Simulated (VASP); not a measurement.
# MoS2 in VASP: a series of runs, part 3 of 3

VASP 6.6.1. The steps go on from the part before.

## 5. Single point, r2SCAN

This run uses another cell than the first one, of 52.76 Å³/atom, 1.061 times its volume.

Input file POSCAR:

```
MoS2
1.0
    3.2260272831      0.0000000000      0.0000000000
   -1.6130136416      2.7938215805      0.0000000000
    0.0000000000      0.0000000000     17.5627129508
Mo S
1 2
Direct
    0.0000000000      0.0000000000      0.0000000000
    0.3333333333      0.6666666667      0.9105070200
    0.3333333333      0.6666666667      0.0894929800
```

Input file INCAR.step1:

```
SYSTEM = MoS2
ALGO     = Normal         ! electronic algorithm
EDIFF    = 1E-4           ! SCF threshold, eV
ENCUT    = 520            ! plane-wave cutoff, eV
GGA      = PE             ! functional
ISMEAR   = -1             ! smearing method
LASPH    = .True.         ! aspherical terms in the spheres
LCHARG   = .False.        ! write CHGCAR
LREAL    = .False.        ! projectors in reciprocal space
LWAVE    = .True.         ! write WAVECAR
NBANDS   = 20             ! bands
NELM     = 100            ! most SCF steps
PREC     = Accurate       ! precision mode
SIGMA    = 0.05           ! smearing width, eV
```

Input file INCAR.step2:

```
SYSTEM = MoS2
ALGO     = Normal         ! electronic algorithm
EDIFF    = 1E-7           ! SCF threshold, eV
ENCUT    = 520            ! plane-wave cutoff, eV
ISIF     = 2              ! what is computed and relaxed
ISMEAR   = -1             ! smearing method
ISTART   = 1            
LASPH    = .True.         ! aspherical terms in the spheres
LCHARG   = .True.         ! write CHGCAR
LELF     = .True.         ! ELF
LMIXTAU  = .True.       
LREAL    = .False.        ! projectors in reciprocal space
LVHAR    = .True.       
LWAVE    = .False.        ! write WAVECAR
METAGGA  = R2SCAN         ! meta-GGA
NBANDS   = 20             ! bands
NELM     = 100            ! most SCF steps
PREC     = Accurate       ! precision mode
SIGMA    = 0.05           ! smearing width, eV
```

Input file KPOINTS:

```
k-points
0
Gamma
  10 10 2
  0 0 0
```

Potentials or basis: VASP PAW PBE potentials, release 64 (Mo_sv, S).

Command:

```console
$ cat potpaw_PBE.64/Mo_sv/POTCAR potpaw_PBE.64/S/POTCAR > POTCAR
$ cp INCAR.step1 INCAR
$ mpirun -np 1 vasp_std > vasp.out
$ cp INCAR.step2 INCAR
$ mpirun -np 1 vasp_std > vasp.out
```

OUTCAR:

```text
SYSTEM = MoS2
   EDIFF = 1E-7
   ENCUT = 520
   ISIF = 2
   ISMEAR = -1
   ISTART = 1
   LASPH = .True.
   LREAL = .False.
   METAGGA = R2SCAN
   NELM = 100
   PREC = Accurate

 ion  position               nearest neighbor table
   1  0.000  0.000  0.000-   2 2.44   3 2.44   2 2.44   3 2.44   2 2.44   3 2.44
   2  0.333  0.667  0.911-   1 2.44   1 2.44   1 2.44
   3  0.333  0.667  0.089-   1 2.44   1 2.44   1 2.44

  LATTYP: Found a hexagonal cell.
 ALAT       =     3.2260272831
 C/A-ratio  =     5.4440683260

  Lattice vectors:

 A1 = (   3.2260272831,   0.0000000000,   0.0000000000)
 A2 = (  -1.6130136416,   2.7938215805,   0.0000000000)
 A3 = (   0.0000000000,   0.0000000000,  17.5627129508)

Analysis of symmetry for initial positions (statically):
=====================================================================
 Subroutine PRICEL returns:
 Original cell was already a primitive cell.

 Routine SETGRP: Setting up the symmetry group for a
 hexagonal supercell.

 Subroutine GETGRP returns: Found 12 space group operations
 (whereof 12 operations were pure point group operations)
 out of a pool of 24 trial point group operations.

The static configuration has the point symmetry D_3h.

Analysis of symmetry for dynamics (positions and initial velocities):
=====================================================================
 Subroutine PRICEL returns:
 Original cell was already a primitive cell.

 Routine SETGRP: Setting up the symmetry group for a
 hexagonal supercell.

 Subroutine GETGRP returns: Found 12 space group operations
 (whereof 12 operations were pure point group operations)
 out of a pool of 24 trial point group operations.

The dynamic configuration has the point symmetry D_3h.

 Subroutine INISYM returns: Found 12 space group operations
 (whereof 12 operations are pure point group operations),
 and found     1 'primitive' translations

----------------------------------------------------------------------------------------

                                     Primitive cell

  volume of cell :     158.2918

  direct lattice vectors                    reciprocal lattice vectors
     3.226027283  0.000000000  0.000000000     0.309978780  0.178966332  0.000000000
    -1.613013642  2.793821580  0.000000000     0.000000000  0.357932664  0.000000000
     0.000000000  0.000000000 17.562712951     0.000000000  0.000000000  0.056938811

  length of vectors
     3.226027283  3.226027283 17.562712951     0.357932664  0.357932664  0.056938811

  position of ions in fractional coordinates (direct lattice)
     0.000000000  0.000000000  0.000000000
     0.333333333  0.666666667  0.910507020
     0.333333333  0.666666667  0.089492980

  ion indices of the primitive-cell ions
   primitive index   ion index
                 1           1
                 2           2
                 3           3

----------------------------------------------------------------------------------------

 KPOINTS: k-points

Automatic generation of k-mesh.
 Grid dimensions read from file:
 generate k-points for:   10   10    2

 Generating k-lattice:

  Cartesian coordinates                     Fractional coordinates (reciprocal lattice)
     0.030997878  0.017896633  0.000000000     0.100000000  0.000000000  0.000000000
     0.000000000  0.035793266  0.000000000     0.000000000  0.100000000  0.000000000
     0.000000000  0.000000000  0.028469406     0.000000000  0.000000000  0.500000000

  Length of vectors
     0.035793266  0.035793266  0.028469406

  Shift w.r.t. Gamma in fractional coordinates (k-lattice)
     0.000000000  0.000000000  0.000000000

 Subroutine IBZKPT returns following result:
 ===========================================

 Found     28 irreducible k-points:

 Following reciprocal coordinates:
            Coordinates               Weight
  0.000000  0.000000  0.000000      1.000000
  0.100000  0.000000  0.000000      6.000000
  0.200000  0.000000  0.000000      6.000000
  0.300000  0.000000  0.000000      6.000000
  0.400000  0.000000  0.000000      6.000000
  0.500000  0.000000  0.000000      3.000000
[... 16 lines left out ...]
  0.300000  0.100000  0.500000     12.000000
  0.400000  0.100000  0.500000     12.000000
 [... further k-points ...]
   k-points           NKPTS =     28   k-points in BZ     NKDIM =     28   number of bands    NBANDS=     20
   number of dos      NEDOS =    301   number of ions     NIONS =      3
   total plane-waves  NPLWV =  80640
   dimension x,y,z NGX =    24 NGY =   24 NGZ =  140
   dimension x,y,z NGXF=    48 NGYF=   48 NGZF=  280
   ions per type =               1   2
   NGX,Y,Z   is equivalent  to a cutoff of  12.37, 12.37, 13.25 a.u.
   NGXF,Y,Z  is equivalent  to a cutoff of  24.74, 24.74, 26.50 a.u.
 SYSTEM =  MoS2
   PREC   = accura    normal or accurate (medium, high low for compatibility)
   ISTART =      1    job   : 0-new  1-cont  2-samecut
   ICHARG =      0    charge: 1-file 2-atom 10-const
   ISPIN  =      1    spin polarized calculation?
   LNONCOLLINEAR =      F non collinear calculations
   LSORBIT =      F    spin-orbit coupling
   LASPH  =      T    aspherical Exc in radial PAW
   ENCUT  =  520.0 eV  38.22 Ry    6.18 a.u.   6.00  6.00 32.66*2*pi/ulx,y,z
   NELM   =    100;   NELMIN=  2; NELMDL=  0     # of ELM steps
   EDIFF  = 0.1E-06   stopping-criterion for ELM
   LREAL  =      F    real-space projection
   EDIFFG = 0.1E-05   stopping-criterion for IOM
   NSW    =      0    number of steps for IOM
   IBRION =     -1    ionic relax: 0-MD 1-quasi-New 2-CG
   NFREE  =      0    steps in history (QN), initial steepest desc. (CG)
   ISIF   =      2    stress and relaxation
   ISYM   =      2    0-nonsym 1-usesym 2-fastsym
   POTIM  = 0.5000    time-step for ionic-motion
   TEBEG  =    0.0;   TEEND  =   0.0 temperature during run
   PSTRESS=    0.0 pullay stress
   NELECT =      26.0000    total number of electrons
   NUPDOWN=      -1.0000    fix difference up-down
   EMIN   =  10.00;   EMAX   =-10.00  energy-range for DOS
   EFERMI =   0.00;   METHOD = LEGACY
   ISMEAR =    -1;   SIGMA  =   0.05  broadening in eV -4-tet -1-fermi 0-gaus
   EFERMI_NEDOS =   21; number of points for ismear=-14 and -15
   IALGO  =     38    algorithm
   IMIX   =      4    mixing-type and parameters
     AMIX     =   0.40;   BMIX     =  1.00
     AMIX_MAG =   1.60;   BMIX_MAG =  1.00
  volume/ion in A,a.u.               =      52.76       356.07
  Fermi-wavevector in a.u.,A,eV,Ry     =   0.896561  1.694255 10.936657  0.803822
  Thomas-Fermi vector in A             =   2.019035
   LORBIT       =      0    0 simple, 1 ext, 2 COOP (PROOUT), +10 PAW based schemes
   METAGGA = R2SCAN    functional components
   LHFCALC =     F    Hartree Fock is set to
   AEXX    =    0.0000 exact exchange contribution
   IVDW    =     0    specifies the selected vdW correction
   LEPSILON=     F    determine dielectric tensor
   LRPA    =     F    only Hartree local field effects (RPA)
 non-spin polarized calculation
  energy-cutoff  :      520.00
  volume of cell :      158.29
 maximum number of plane-waves:      4310
 NGX is ok and might be reduce to    24
   NGX = 11   NGY = 11   NGZ = 65

 number of electron      26.0000005 magnetization

 Free energy of the ion-electron system (eV)
  ---------------------------------------------------
  ext. energy  EPLUGINS =         0.00000000
  ---------------------------------------------------
  free energy    TOTEN  =       -44.96548665 eV

  energy without entropy =      -44.96548664  energy(sigma->0) =      -44.96548664

 E-fermi :  -0.8946     XC(G=0):  -4.3440

 val. band max:       -1.7264029490   @ k =   0.0000   0.0000   0.5000
 cond. band min:      -0.0077363412   @ k =   0.3000   0.3000   0.0000
 fundamental gap:      1.7186666078
 Fermi energy:        -0.8945832541

 k-point     1 :       0.0000    0.0000    0.0000
  band No.  band energies     occupation
      1     -64.6735      2.00000
      2     -38.0476      2.00000
      3     -37.8821      2.00000
      4     -37.8821      2.00000
      5     -16.3651      2.00000
      6     -15.0624      2.00000
[... 12 lines left out ...]
     19       4.6007      0.00000
     20       4.7765      0.00000

 k-point     2 :       0.1000    0.0000    0.0000
  band No.  band energies     occupation
      1     -64.6703      2.00000
      2     -38.0410      2.00000
      3     -37.9155      2.00000
      4     -37.8897      2.00000
      5     -16.2221      2.00000
      6     -15.0037      2.00000
[... 498 lines left out ...]
 k-point    24 :       0.4000    0.1000    0.5000
  band No.  band energies     occupation
      1     -64.6393      2.00000
      2     -38.2057      2.00000
      3     -37.9796      2.00000
      4     -37.9782      2.00000
      5     -14.5722      2.00000
      6     -14.3395      2.00000
[... 12 lines left out ...]
     19       7.1762      0.00000
     20       7.2605      0.00000

 [... further k-points ...]
[... 5 lines left out ...]
  --------------------------------------------------------------------------------------
  -------------------------------------------------------------------------------------
  Total       -1.8301559     -1.8301559     -1.9243365      0.0000000      0.0000000     -0.0000000
  in kB      -18.5242381    -18.5242381    -19.4775037      0.0000000      0.0000000     -0.0000000
  external PRESSURE =     -18.8419933 kB  Pullay stress =       0.0000000 kB

 VOLUME and BASIS-vectors are now :
 -----------------------------------------------------------------------------
  energy-cutoff  :      520.00
  volume of cell :      158.29
      direct lattice vectors                 reciprocal lattice vectors
     3.226027283  0.000000000  0.000000000     0.309978780  0.178966332  0.000000000
    -1.613013642  2.793821580  0.000000000     0.000000000  0.357932664  0.000000000
     0.000000000  0.000000000 17.562712951     0.000000000  0.000000000  0.056938811

 POSITION                                       TOTAL-FORCE (eV/Angst)
 -----------------------------------------------------------------------------------
      0.00000      0.00000      0.00000        -0.000000     -0.000000      0.000000
     -0.00000      1.86255     15.99097         0.000000      0.000000      0.606877
     -0.00000      1.86255      1.57174         0.000000      0.000000     -0.606877
 -----------------------------------------------------------------------------------
    total drift:                               -0.000001      0.000001     -0.000000

  FREE ENERGIE OF THE ION-ELECTRON SYSTEM (eV)
  ---------------------------------------------------
  free  energy   TOTEN  =       -44.9654866471 eV

  energy  without entropy=      -44.9654866426  energy(sigma->0) =      -44.96548664
```

Run time: 5.2 min. Hardware: 1 thread of Intel Xeon Platinum 8259CL at 2.50GHz (Skylake/Cascade Lake), shared host; peak memory 0.34 GiB.

Results:

```
Free energy            : -44.9655 eV
Largest force          : 0.607 eV/Å
Band gap on the k mesh : 1.72 eV, indirect (least direct gap 1.93 eV)
```

Forces on the atoms (eV/Å):
```
Mo   0.000  0.000  0.000
S    0.000  0.000  0.607
S    0.000  0.000 -0.607
```

Levels at points of the mesh, in eV from the valence-band top:
```csv
k point,band 10,band 11,band 12,band 13,band 14,band 15,band 16,band 17
"(0.00, 0.00, 0.00)",-1.87,-1.68,-1.68,0.00,2.74,2.74,2.95,2.95
"(0.50, 0.00, 0.00)",-3.33,-2.02,-1.20,-0.69,2.17,2.67,3.98,4.29
"(0.00, 0.00, 0.50)",-1.87,-1.68,-1.68,0.00,2.74,2.74,2.95,2.95
"(0.50, 0.00, 0.50)",-3.33,-2.02,-1.20,-0.69,2.17,2.67,3.98,4.29
```

Caveat: the PAW data sets were made with another functional, which shifts forces and pressure a little.

## 6. Single point, r2SCAN

This run uses another cell than the first one, of 53.78 Å³/atom, 1.082 times its volume.

Input file POSCAR:

```
MoS2
1.0
    3.2465757816      0.0000000000      0.0000000000
   -1.6232878908      2.8116171022      0.0000000000
    0.0000000000      0.0000000000     17.6745803806
Mo S
1 2
Direct
    0.0000000000      0.0000000000      0.0000000000
    0.3333333333      0.6666666667      0.9105070200
    0.3333333333      0.6666666667      0.0894929800
```

Input file INCAR.step1:

```
  PREC = Accurate
  ENCUT = 520
  ISMEAR = -1
  SIGMA = 0.05
  LREAL = False
  LASPH = True
  NELM = 100
  NBANDS = 20
  GGA = PE
  ALGO = Normal
  EDIFF = 1E-4
  LWAVE = True
  LCHARG = False
```

Input file INCAR.step2:

```
  PREC = Accurate
  ENCUT = 520
  EDIFF = 1E-7
  ISMEAR = -1
  SIGMA = 0.05
  LREAL = False
  LASPH = True
  NELM = 100
  ALGO = Normal
  ISIF = 2
  LWAVE = False
  LCHARG = True
  METAGGA = R2SCAN
  LMIXTAU = True
  LELF = True
  LVHAR = True
  NBANDS = 20
  ISTART = 1
```

Input file KPOINTS:

```
Automatic mesh
0
Gamma
  10 10 2
```

Potentials or basis: VASP PAW PBE potentials, release 64 (Mo_sv, S).

Command:

```console
$ cat potpaw_PBE.64/Mo_sv/POTCAR potpaw_PBE.64/S/POTCAR > POTCAR
$ cp INCAR.step1 INCAR
$ mpirun -np 1 vasp_std > vasp.out
$ cp INCAR.step2 INCAR
$ mpirun -np 1 vasp_std > vasp.out
```

Run time: 5.3 min. Hardware: 1 thread of Intel Xeon Platinum 8259CL at 2.50GHz (Skylake/Cascade Lake), shared host; peak memory 0.35 GiB.

Results (log left out):

```yaml
Free_energy: -44.9221 eV
Largest_force: 0.886 eV/Å
Band_gap_on_the_k_mesh: 1.67 eV, indirect (least direct gap 1.87 eV)
```

Forces on the atoms (eV/Å):
```
Mo   0.000  0.000  0.000
S    0.000  0.000  0.886
S    0.000  0.000 -0.886
```

Levels at points of the mesh, in eV from the valence-band top:
| k point | band 9 | band 10 | band 11 | band 12 | band 13 | band 14 | band 15 | band 16 | band 17 | band 18 |
| --- | --- | --- | --- | --- | --- | --- | --- | --- | --- | --- |
| (0.00, 0.00, 0.00) | -2.72 | -1.85 | -1.66 | -1.66 | 0.00 | 2.68 | 2.68 | 2.86 | 2.86 | 5.87 |
| (0.50, 0.00, 0.00) | -4.13 | -3.27 | -2.00 | -1.21 | -0.68 | 2.10 | 2.59 | 3.90 | 4.18 | 6.41 |
| (0.00, 0.00, 0.50) | -2.72 | -1.85 | -1.66 | -1.66 | 0.00 | 2.68 | 2.68 | 2.86 | 2.86 | 5.99 |
| (0.50, 0.00, 0.50) | -4.13 | -3.27 | -2.00 | -1.21 | -0.68 | 2.10 | 2.59 | 3.90 | 4.18 | 6.41 |

Caveat: the PAW data sets were made with another functional, which shifts forces and pressure a little.

## 7. Overview

| cell | gap on the mesh (eV) | largest force (eV/Å) |
| --- | --- | --- |
| a = 3.163, b = 3.163, c = 17.218 Å, angles 90.0, 90.0, 120.0°, 3 atoms | 1.89 | 0.37 |
| a = 3.184, b = 3.184, c = 17.335 Å, angles 90.0, 90.0, 120.0°, 3 atoms | 1.83 | 0.02 |
| a = 3.205, b = 3.205, c = 17.449 Å, angles 90.0, 90.0, 120.0°, 3 atoms | 1.77 | 0.31 |
| a = 3.226, b = 3.226, c = 17.563 Å, angles 90.0, 90.0, 120.0°, 3 atoms | 1.72 | 0.61 |
| a = 3.247, b = 3.247, c = 17.675 Å, angles 90.0, 90.0, 120.0°, 3 atoms | 1.67 | 0.89 |

Alike in all rows: task single point; level r2SCAN; potentials or basis VASP PAW PBE potentials, release 64 (Mo_sv, S); no spin polarisation; k mesh 10 × 10 × 2; cutoff (eV) 520; smearing fermi-dirac 0.05 eV.

Caveats: the PAW data sets were made with another functional, which shifts forces and pressure a little.

Total energies depend on the potentials used, so only differences within one code and one set of settings carry meaning.
